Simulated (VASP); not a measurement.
Set up this calculation in VASP 6.6.1, as the native input.

| Item | Value |
| --- | --- |
| Task | single point |
| Functional | PBEsol |
| Potentials or basis | VASP PAW PBE potentials, release 64 (Ti_sv, C) |
| Cutoff | 520 eV |
| k mesh | 18 × 18 × 18 |
| Occupations | gaussian, width 0.15 eV |
| Spin | no spin polarisation |
| Dipole correction | no |
| Further INCAR settings | ALGO = Normal; EDIFF = 1e-07; NBANDS = 21 |

The structure of Ti2C lies in POSCAR:

```
Ti2C
1.0
    1.4042913076      0.8107679645      4.3909235034
   -1.4042913076      0.8107679645      4.3909235034
    0.0000000000     -1.6215359289      4.3909235034
Ti C
2 1
Direct
    0.2458180107      0.2458180107      0.2458180107
    0.7541819893      0.7541819893      0.7541819893
    0.5000000000      0.5000000000      0.5000000000
```

This cell differs from its parent crystal: strain -0.080 along x and y, -0.080 along z.

One way to write it, as run:

INCAR

```
  PREC = Accurate
  ENCUT = 520
  EDIFF = 1E-7
  ISMEAR = 0
  SIGMA = 0.15
  LREAL = False
  LASPH = True
  NELM = 100
  ALGO = Normal
  ISIF = 2
  LWAVE = False
  LCHARG = False
  GGA = PS
  NBANDS = 21
```

KPOINTS

```
regular mesh
0
Gamma
  18 18 18
```

Potentials or basis: VASP PAW PBE potentials, release 64 (Ti_sv, C).

Launch:

```bash
$ cat potpaw_PBE.64/Ti_sv/POTCAR potpaw_PBE.64/C/POTCAR > POTCAR
$ mpirun -np 1 vasp_std > vasp.out
```

It gave:

```
Pressure               : 79.7 GPa
Largest force          : 4.016 eV/Å
Band gap on the k mesh : zero (band 14 reaches 12.20 eV, above the bottom of band 15 at 10.89 eV)
```

Caveat: the cell differs from its parent crystal (strain -0.080 along x and y, -0.080 along z); the PAW data sets were made with another functional, which shifts forces and pressure a little.

Wall time 13 min on 1 thread of AMD EPYC 7R13 Processor (Zen 3), on a shared host, peak memory 0.43 GiB.
